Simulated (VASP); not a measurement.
GaAs: relaxation of cell and atoms with PBEsol

GaAs:

```
As Ga
1.0
     0.00000    2.82685    2.82685
     2.82685    0.00000    2.82685
     2.82685    2.82685    0.00000
As Ga
1 1
Direct
  0.75000 0.75000 0.75000
  0.00000 0.00000 0.00000
```

- Program: VASP 6.6.1
- Task: relaxation of cell and atoms
- Functional: PBEsol
- Potentials or basis: VASP PAW PBE potentials, release 64 (As, Ga_d)
- Cutoff: 600 eV
- k mesh: 8 × 8 × 8
- Occupations: fermi-dirac, width 0.05 eV
- Spin: no spin polarisation
- Target pressure: 30 GPa
- Dipole correction: no
- Further INCAR settings: ALGO = Normal; EDIFF = 1e-07; IBRION = 2; EDIFFG = -0.02; NSW = 80; ISIF = 3

```json
{
  "Relaxed volume": "17.73 Å³/atom",
  "Relaxed cell": "a = 3.688 Å, b = 3.688 Å, c = 3.688 Å, α = 60.00°, β = 60.00°, γ = 60.00°",
  "Space group after relaxing (to 0.05 Å)": "F-43m (No. 216)",
  "Energy change on relaxing (the enthalpy is what falls)": "+371.6 meV/atom",
  "Ionic steps": "5",
  "Pressure after relaxing": "30.1 GPa",
  "Band gap on the k mesh": "0.78 eV, indirect (least direct gap 2.39 eV)"
}
```

The path:
| step | energy change (eV) | largest force (eV/Å) | pressure (GPa) | volume (Å³) |
| --- | --- | --- | --- | --- |
| 1 | 0.0000 | 0.0000 | 0.31 | 45.18 |
| 2 | 8.1436 | 0.0000 | 213.65 | 22.96 |
| 3 | 0.5418 | 0.0000 | 24.24 | 36.65 |
| 4 | 0.6636 | 0.0000 | 27.78 | 35.90 |
| 5 | 0.7433 | 0.0000 | 30.08 | 35.46 |

Final structure:
```
As Ga
1.0
     0.00000    2.60753    2.60753
     2.60753    0.00000    2.60753
     2.60753    2.60753    0.00000
As Ga
1 1
Direct
  0.75000 0.75000 0.75000
  0.00000 0.00000 0.00000
```

Levels at points of the mesh, in eV from the valence-band top:
```
           k point  band 7  band 8  band 9  band 10  band 11  band 12
(0.00, 0.00, 0.00)    0.00    0.00    0.00     2.39     3.67     3.67
(0.50, 0.00, 0.00)   -8.29   -1.58   -1.58     1.66     4.56     4.56
(0.50, 0.50, 0.00)   -8.18   -3.70   -3.70     0.78     1.28    12.16
```

Wall time 89 s on 1 thread of Intel(R) Xeon(R) Platinum 8488C (Sapphire Rapids), with other jobs on the host, peak memory 0.21 GiB.

Caveat: the cell is relaxed towards a set pressure, so the enthalpy falls and the energy may rise; the volume moved by over 15 % at a fixed basis, so the end points are rough; the PAW data sets were made with another functional, which shifts forces and pressure a little. A hybrid or GW would open this gap; PBEsol tends to underestimate it.
